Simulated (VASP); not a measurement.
KF, 2 atoms in the cell. It takes space group R-3m (No. 166, trigonal). The conventional cell has a = 3.691 Å, b = 3.691 Å, c = 9.640 Å, α = 90.00°, β = 90.00°, γ = 120.00°. K (site symmetry -3m) has 6 F at 2.67 Å within 3.5 Å. F (site symmetry -3m) has 6 K at 2.67 Å within 3.5 Å. 

- Program: VASP 6.6.1
- Task: single point
- Functional: PBE
- Potentials or basis: VASP PAW PBE potentials, release 64 (K_sv, F)
- Cutoff: 520 eV
- k mesh: 8 × 8 × 8
- Occupations: gaussian, width 0.05 eV
- Spin: no spin polarisation
- Dipole correction: no
- Further INCAR settings: ALGO = Normal; EDIFF = 1e-06; NBANDS = 15

Potentials or basis: VASP PAW PBE potentials, release 64 (K_sv, F).

Command:

```sh
$ cat potpaw_PBE.64/K_sv/POTCAR potpaw_PBE.64/F/POTCAR > POTCAR
$ mpirun -np 1 vasp_std > vasp.out
```

Hardware: 1 thread of Intel Xeon 8259CL (shared host).

Estimate the wall time of this run.

Run time: 64 s on 1 thread of Intel Xeon 8259CL, with other jobs on the host, peak memory 0.19 GiB. Counts: scf iterations 13, k points 65.
